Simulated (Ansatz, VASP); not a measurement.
# SnO2 in VASP and in Ansatz

File INCAR:

```
SYSTEM = SnO2
PREC = Accurate
ENCUT = 520
EDIFF = 1E-8
ISMEAR = -1
SIGMA = 0.02
LREAL = .False.
LASPH = .True.
NELM = 80
ALGO = Normal
ISIF = 2
LWAVE = .False.
LCHARG = .False.
GGA = CA
LEFG = .True.
NBANDS = 35
```

The input KPOINTS:

```
Automatic mesh
0
Gamma
  7 7 9
  0 0 0
```

Contents of POSCAR:

```
SnO2
1.0
    4.7380000000      0.0000000000      0.0000000000
    0.0000000000      4.7380000000      0.0000000000
    0.0000000000      0.0000000000      3.1865000000
Sn O
2 4
Direct
    0.0000000000      0.0000000000      0.0000000000
    0.5000000000      0.5000000000      0.5000000000
    0.3053957314      0.3053957314      0.0000000000
    0.1946042686      0.8053957314      0.5000000000
    0.6946042686      0.6946042686      0.0000000000
    0.8053957314      0.1946042686      0.5000000000
```

Input for Ansatz:

```yaml
crystal:
  lattice:
    - [4.738, 0.0, 0.0]
    - [0.0, 4.738, 0.0]
    - [0.0, 0.0, 3.1865]
  atoms:
    - { symbol: Sn, position: [0.0, 0.0, 0.0] }
    - { symbol: Sn, position: [0.5, 0.5, 0.5] }
    - { symbol: O, position: [0.3053957314, 0.3053957314, 0.0] }
    - { symbol: O, position: [0.1946042686, 0.8053957314, 0.5] }
    - { symbol: O, position: [0.6946042686, 0.6946042686, 0.0] }
    - { symbol: O, position: [0.8053957314, 0.1946042686, 0.5] }
kpoints:
  mp_grid: { grid: [7, 7, 9] }
scf:
  occupations: { method: fermi_dirac, width: 0.02 }
hamiltonian:
  xc: lda
  pseudopotentials: { kind: paw }
output:
  forces: true
  stress: true
  populations: true
  efg:
    quadrupole_moments_barn: { Sn: -0.132, O: -0.02558 }
    contact_densities: true
```

Alike in both runs: task electric field gradients; functional LDA; k mesh 7 × 7 × 9; occupations fermi-dirac, width 0.02 eV; no spin polarisation.

```csv
,VASP,Ansatz
version,VASP 6.6.1,Ansatz 0.2.0
potentials or method,"VASP PAW LDA potentials, release 64 (Sn_d, O)","plane-wave PAW, scalar-relativistic"
plane-wave cutoff (eV),520,420
valence electrons in the cell,52,52
```

VASP gave:

* gap on the k mesh at the Fermi level (eV): 1.13
* pressure (GPa): -0.1
* traceless stress, the component that is largest in VASP (GPa): 0.63
* rms of the force components (eV/Å): 0.039
* size of Vzz on the site where it differs most (V/Å²): 58.0

Question: Estimate Ansatz's values.

Answer: gap on the k mesh at the Fermi level (eV): 1.10; pressure (GPa): -1.1; traceless stress, the component that is largest in VASP (GPa): 0.35; rms of the force components (eV/Å): 0.049; size of Vzz on the site where it differs most (V/Å²): 56.1.

LDA's correlation is that of Perdew and Zunger in VASP and of Perdew and Wang (1992) in Ansatz. Atom by atom the forces differ by 0.010 eV/Å (rms over components).
